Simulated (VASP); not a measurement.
# CdF2 (I4/mmm) in VASP: notebook

Runs on CdF2. Level: LDA. Tasks: single point.

Everything below comes from runs of VASP 6.6.1. Logs are shortened: lines on timing, memory, paths and dates and some standing lists are left out, and cuts for length are marked.

## Step 1: The cell of the first run

It takes space group I4/mmm (No. 139, tetragonal). The conventional cell has a = 3.810 Å, b = 3.810 Å, c = 4.984 Å, α = 90.00°, β = 90.00°, γ = 90.00°. Within 3.0 Å of Cd (site symmetry 4/mmm) lie 8 F at 2.28 Å. F (site symmetry -4m2) has 4 Cd at 2.28 Å and 6 F at 2.49 to 2.69 Å within 3.0 Å.

## Step 2: Single point, LDA (strain -0.0750 x Voigt [1, 0, 0, 0, 0, 0])

The input, INCAR:

```
SYSTEM = CdF2
ALGO = Normal ; EDIFF = 1E-6
ENCUT = 600 ; GGA_COMPAT = .FALSE.
ISIF = 2 ; ISMEAR = 0
LASPH = .TRUE. ; LCHARG = .FALSE.
LREAL = .FALSE. ; LWAVE = .FALSE.
NBANDS = 24 ; NELM = 120
PREC = Accurate ; SIGMA = 0.05
```

The input, KPOINTS:

```
k-points
0
G
  8 8 8
  0 0 0
```

The input, POSCAR:

```
CdF2
1.0
    0.0000000000      2.6940000000      2.6940000000
    2.4919500000      0.0000000000      2.6940000000
    2.4919500000      2.6940000000      0.0000000000
Cd F
1 2
Direct
    0.0000000000      0.0000000000      0.0000000000
    0.2500000000      0.2500000000      0.2500000000
    0.7500000000      0.7500000000      0.7500000000
```

Potentials or basis: VASP PAW LDA potentials, release 64 (Cd_sv_GW, F).

On the command line:

```
$ cat potpaw_LDA.64/Cd_sv_GW/POTCAR potpaw_LDA.64/F/POTCAR > POTCAR
$ mpirun -np 1 vasp_std > vasp.out
```

OUTCAR:

```text
SYSTEM = CdF2
   EDIFF = 1E-6
   ENCUT = 600
   ISIF = 2
   ISMEAR = 0
   LASPH = .TRUE.
   LREAL = .FALSE.
   NELM = 120
   PREC = Accurate

 ion  position               nearest neighbor table
   1  0.000  0.000  0.000-   3 2.28   3 2.28   2 2.28   3 2.28   2 2.28   2 2.28   3 2.28   2 2.28

   2  0.250  0.250  0.250-   1 2.28   1 2.28   1 2.28   1 2.28
   3  0.750  0.750  0.750-   1 2.28   1 2.28   1 2.28   1 2.28

  LATTYP: Found a body centered tetragonal cell.
 ALAT       =     3.8098913370
 C/A-ratio  =     1.3081475452

  Lattice vectors:

 A1 = (  -2.4919500000,   0.0000000000,  -2.6940000000)
 A2 = (  -2.4919500000,   0.0000000000,   2.6940000000)
 A3 = (   2.4919500000,   2.6940000000,   0.0000000000)

Analysis of symmetry for initial positions (statically):
=====================================================================
 Subroutine PRICEL returns:
 Original cell was already a primitive cell.

 Routine SETGRP: Setting up the symmetry group for a
 body centered tetragonal supercell.

 Subroutine GETGRP returns: Found 16 space group operations
 (whereof 16 operations were pure point group operations)
 out of a pool of 16 trial point group operations.

The static configuration has the point symmetry D_4h.

Analysis of symmetry for dynamics (positions and initial velocities):
=====================================================================
 Subroutine PRICEL returns:
 Original cell was already a primitive cell.

 Routine SETGRP: Setting up the symmetry group for a
 body centered tetragonal supercell.

 Subroutine GETGRP returns: Found 16 space group operations
 (whereof 16 operations were pure point group operations)
 out of a pool of 16 trial point group operations.

The dynamic configuration has the point symmetry D_4h.

 Subroutine INISYM returns: Found 16 space group operations
 (whereof 16 operations are pure point group operations),
 and found     1 'primitive' translations

----------------------------------------------------------------------------------------

                                     Primitive cell

  volume of cell :      36.1713

  direct lattice vectors                    reciprocal lattice vectors
     0.000000000  2.694000000  2.694000000    -0.200646080  0.185597624  0.185597624
     2.491950000  0.000000000  2.694000000     0.200646080 -0.185597624  0.185597624
     2.491950000  2.694000000  0.000000000     0.200646080  0.185597624 -0.185597624

  length of vectors
     3.809891337  3.669802556  3.669802556     0.330381304  0.330381304  0.330381304

  position of ions in fractional coordinates (direct lattice)
     0.000000000  0.000000000  0.000000000
     0.250000000  0.250000000  0.250000000
     0.750000000  0.750000000  0.750000000

  ion indices of the primitive-cell ions
   primitive index   ion index
                 1           1
                 2           2
                 3           3

----------------------------------------------------------------------------------------

 KPOINTS: k-points

Automatic generation of k-mesh.
 Grid dimensions read from file:
 generate k-points for:    8    8    8

 Generating k-lattice:

  Cartesian coordinates                     Fractional coordinates (reciprocal lattice)
    -0.025080760  0.023199703  0.023199703     0.125000000  0.000000000  0.000000000
     0.025080760 -0.023199703  0.023199703     0.000000000  0.125000000  0.000000000
     0.025080760  0.023199703 -0.023199703     0.000000000  0.000000000  0.125000000

  Length of vectors
     0.041297663  0.041297663  0.041297663

  Shift w.r.t. Gamma in fractional coordinates (k-lattice)
     0.000000000  0.000000000  0.000000000

 Subroutine IBZKPT returns following result:
 ===========================================

 Found     59 irreducible k-points:

 Following reciprocal coordinates:
            Coordinates               Weight
  0.000000  0.000000  0.000000      1.000000
  0.125000 -0.000000 -0.000000      8.000000
  0.250000 -0.000000 -0.000000      8.000000
  0.375000 -0.000000 -0.000000      8.000000
  0.500000 -0.000000 -0.000000      4.000000
  0.125000  0.125000  0.000000      4.000000
[... 16 lines left out ...]
  0.250000  0.125000  0.125000      4.000000
  0.375000  0.125000  0.125000      8.000000
 [... further k-points ...]
   k-points           NKPTS =     59   k-points in BZ     NKDIM =     59   number of bands    NBANDS=     24
   number of dos      NEDOS =    301   number of ions     NIONS =      3
   total plane-waves  NPLWV =  27000
   dimension x,y,z NGX =    30 NGY =   30 NGZ =   30
   dimension x,y,z NGXF=    60 NGYF=   60 NGZF=   60
   ions per type =               1   2
   NGX,Y,Z   is equivalent  to a cutoff of  13.09, 13.59, 13.59 a.u.
   NGXF,Y,Z  is equivalent  to a cutoff of  26.18, 27.18, 27.18 a.u.
 SYSTEM =  CdF2
   PREC   = accura    normal or accurate (medium, high low for compatibility)
   ISTART =      0    job   : 0-new  1-cont  2-samecut
   ICHARG =      2    charge: 1-file 2-atom 10-const
   ISPIN  =      1    spin polarized calculation?
   LNONCOLLINEAR =      F non collinear calculations
   LSORBIT =      F    spin-orbit coupling
   LASPH  =      T    aspherical Exc in radial PAW
   ENCUT  =  600.0 eV  44.10 Ry    6.64 a.u.   7.61  7.33  7.33*2*pi/ulx,y,z
   NELM   =    120;   NELMIN=  2; NELMDL= -5     # of ELM steps
   EDIFF  = 0.1E-05   stopping-criterion for ELM
   LREAL  =      F    real-space projection
   EDIFFG = 0.1E-04   stopping-criterion for IOM
   NSW    =      0    number of steps for IOM
   IBRION =     -1    ionic relax: 0-MD 1-quasi-New 2-CG
   NFREE  =      0    steps in history (QN), initial steepest desc. (CG)
   ISIF   =      2    stress and relaxation
   ISYM   =      2    0-nonsym 1-usesym 2-fastsym
   POTIM  = 0.5000    time-step for ionic-motion
   TEBEG  =    0.0;   TEEND  =   0.0 temperature during run
   PSTRESS=    0.0 pullay stress
   NELECT =      34.0000    total number of electrons
   NUPDOWN=      -1.0000    fix difference up-down
   EMIN   =  10.00;   EMAX   =-10.00  energy-range for DOS
   EFERMI =   0.00;   METHOD = LEGACY
   ISMEAR =     0;   SIGMA  =   0.05  broadening in eV -4-tet -1-fermi 0-gaus
   EFERMI_NEDOS =   21; number of points for ismear=-14 and -15
   IALGO  =     38    algorithm
   IMIX   =      4    mixing-type and parameters
     AMIX     =   0.40;   BMIX     =  1.00
     AMIX_MAG =   1.60;   BMIX_MAG =  1.00
  volume/ion in A,a.u.               =      12.06        81.37
  Fermi-wavevector in a.u.,A,eV,Ry     =   1.603662  3.030483 34.990557  2.571733
  Thomas-Fermi vector in A             =   2.700290
   LORBIT       =      0    0 simple, 1 ext, 2 COOP (PROOUT), +10 PAW based schemes
   GGA     = CA    functional components
   LHFCALC =     F    Hartree Fock is set to
   AEXX    =    0.0000 exact exchange contribution
   IVDW    =     0    specifies the selected vdW correction
   LEPSILON=     F    determine dielectric tensor
   LRPA    =     F    only Hartree local field effects (RPA)
 non-spin polarized calculation
 Gauss-broadening in eV      SIGMA  =   0.05
  energy-cutoff  :      600.00
  volume of cell :       36.17
 maximum number of plane-waves:      1222
   NGX = 15   NGY = 15   NGZ = 15

 number of electron      34.0000004 magnetization

 Free energy of the ion-electron system (eV)
  ---------------------------------------------------
  ext. energy  EPLUGINS =         0.00000000
  ---------------------------------------------------
  free energy    TOTEN  =       -12.75128840 eV

  energy without entropy =      -12.75128840  energy(sigma->0) =      -12.75128840

 E-fermi :   1.6938     XC(G=0): -11.7377

 val. band max:        1.1582739413   @ k =  -0.3750   0.5000   0.1250
 cond. band min:       4.0681436906   @ k =   0.0000   0.0000   0.0000
 fundamental gap:      2.9098697493
 Fermi energy:         1.6938204461

 k-point     1 :       0.0000    0.0000    0.0000
  band No.  band energies     occupation
      1     -96.6214      2.00000
      2     -58.0684      2.00000
      3     -58.0375      2.00000
      4     -58.0375      2.00000
      5     -19.8838      2.00000
      6     -18.4236      2.00000
[... 16 lines left out ...]
     23      20.2304      0.00000
     24      22.1466      0.00000

 k-point     2 :       0.1250   -0.0000   -0.0000
  band No.  band energies     occupation
      1     -96.6213      2.00000
      2     -58.0686      2.00000
      3     -58.0380      2.00000
      4     -58.0376      2.00000
      5     -19.8184      2.00000
      6     -18.4837      2.00000
[... 16 lines left out ...]
     23      19.9910      0.00000
     24      21.6415      0.00000

 k-point     3 :       0.2500   -0.0000   -0.0000
  band No.  band energies     occupation
      1     -96.6213      2.00000
      2     -58.0693      2.00000
      3     -58.0389      2.00000
      4     -58.0380      2.00000
      5     -19.6409      2.00000
      6     -18.6448      2.00000
[... 16 lines left out ...]
     23      20.7042      0.00000
     24      21.0287      0.00000

 k-point     4 :       0.3750   -0.0000   -0.0000
  band No.  band energies     occupation
      1     -96.6212      2.00000
      2     -58.0701      2.00000
      3     -58.0397      2.00000
      4     -58.0384      2.00000
      5     -19.3977      2.00000
      6     -18.8661      2.00000
[... 16 lines left out ...]
     23      20.0342      0.00000
     24      20.4025      0.00000

 k-point     5 :       0.5000   -0.0000   -0.0000
  band No.  band energies     occupation
      1     -96.6212      2.00000
      2     -58.0704      2.00000
      3     -58.0400      2.00000
      4     -58.0385      2.00000
      5     -19.1808      2.00000
      6     -19.0722      2.00000
[... 16 lines left out ...]
     23      19.8427      0.00000
     24      19.8951      0.00000

 k-point     6 :       0.1250    0.1250    0.0000
  band No.  band energies     occupation
      1     -96.6213      2.00000
      2     -58.0685      2.00000
      3     -58.0383      2.00000
      4     -58.0377      2.00000
      5     -19.8090      2.00000
      6     -18.4874      2.00000
[... 16 lines left out ...]
     23      20.6349      0.00000
     24      21.9248      0.00000
[... 379 lines left out ...]
 k-point    21 :       0.5000    0.5000    0.0000
  band No.  band energies     occupation
      1     -96.6212      2.00000
      2     -58.0701      2.00000
      3     -58.0417      2.00000
      4     -58.0385      2.00000
      5     -19.3405      2.00000
      6     -18.8357      2.00000
[... 16 lines left out ...]
     23      20.7632      0.00000
     24      22.2506      0.00000

 k-point    22 :       0.0000    0.1250    0.1250
  band No.  band energies     occupation
      1     -96.6213      2.00000
      2     -58.0690      2.00000
      3     -58.0378      2.00000
      4     -58.0378      2.00000
      5     -19.7762      2.00000
      6     -18.5287      2.00000
[... 16 lines left out ...]
     23      20.3485      0.00000
     24      21.6385      0.00000

 k-point    23 :       0.2500    0.1250    0.1250
  band No.  band energies     occupation
      1     -96.6213      2.00000
      2     -58.0688      2.00000
      3     -58.0387      2.00000
      4     -58.0378      2.00000
      5     -19.7392      2.00000
      6     -18.5469      2.00000
[... 16 lines left out ...]
     23      20.1330      0.00000
     24      21.9592      0.00000

 k-point    24 :       0.3750    0.1250    0.1250
  band No.  band energies     occupation
      1     -96.6212      2.00000
      2     -58.0696      2.00000
      3     -58.0395      2.00000
      4     -58.0381      2.00000
      5     -19.5652      2.00000
      6     -18.6960      2.00000
[... 16 lines left out ...]
     23      19.0082      0.00000
     24      22.6350      0.00000

 [... further k-points ...]

------------------------ aborting loop because EDIFF is reached ----------------------------------------

  FORCE on cell =-STRESS in cart. coord.  units (eV):
  Direction    XX          YY          ZZ          XY          YZ          ZX
  --------------------------------------------------------------------------------------
  -------------------------------------------------------------------------------------
  Total        2.1561003     -0.0399053     -0.0399053      0.0000000      0.0000000      0.0000000
  in kB       95.5025637     -1.7675685     -1.7675685      0.0000000      0.0000000      0.0000000
  external PRESSURE =      30.6558089 kB  Pullay stress =       0.0000000 kB

 VOLUME and BASIS-vectors are now :
 -----------------------------------------------------------------------------
  energy-cutoff  :      600.00
  volume of cell :       36.17
      direct lattice vectors                 reciprocal lattice vectors
     0.000000000  2.694000000  2.694000000    -0.200646080  0.185597624  0.185597624
     2.491950000  0.000000000  2.694000000     0.200646080 -0.185597624  0.185597624
     2.491950000  2.694000000  0.000000000     0.200646080  0.185597624 -0.185597624

 POSITION                                       TOTAL-FORCE (eV/Angst)
 -----------------------------------------------------------------------------------
      0.00000      0.00000      0.00000         0.000000      0.000000     -0.000000
      1.24598      1.34700      1.34700         0.000000      0.000000      0.000000
      3.73793      4.04100      4.04100        -0.000000      0.000000      0.000000
 -----------------------------------------------------------------------------------
    total drift:                                0.000000     -0.000000     -0.000000

  FREE ENERGIE OF THE ION-ELECTRON SYSTEM (eV)
  ---------------------------------------------------
  free  energy   TOTEN  =       -12.7512884024 eV

  energy  without entropy=      -12.7512884024  energy(sigma->0) =      -12.75128840
```

Wall time 34 s (1 thread of Intel Xeon 6975P-C (Granite Rapids), shared host); peak memory 0.2 GiB.

Results:

```yaml
Free_energy: -12.7513 eV
Pressure: 3.1 GPa
Band_gap_on_the_k_mesh: 2.91 eV (least direct gap 3.33 eV)
```

Stress tensor (GPa, compression positive):
```
 9.55  0.00  0.00
 0.00 -0.18  0.00
 0.00  0.00 -0.18
```

Caveat: the cell differs from its parent crystal (strain -0.0750 x Voigt [1, 0, 0, 0, 0, 0]); the cell stands under pressure. A k mesh can miss the band edges.

(Continued in part 2 of 2.)
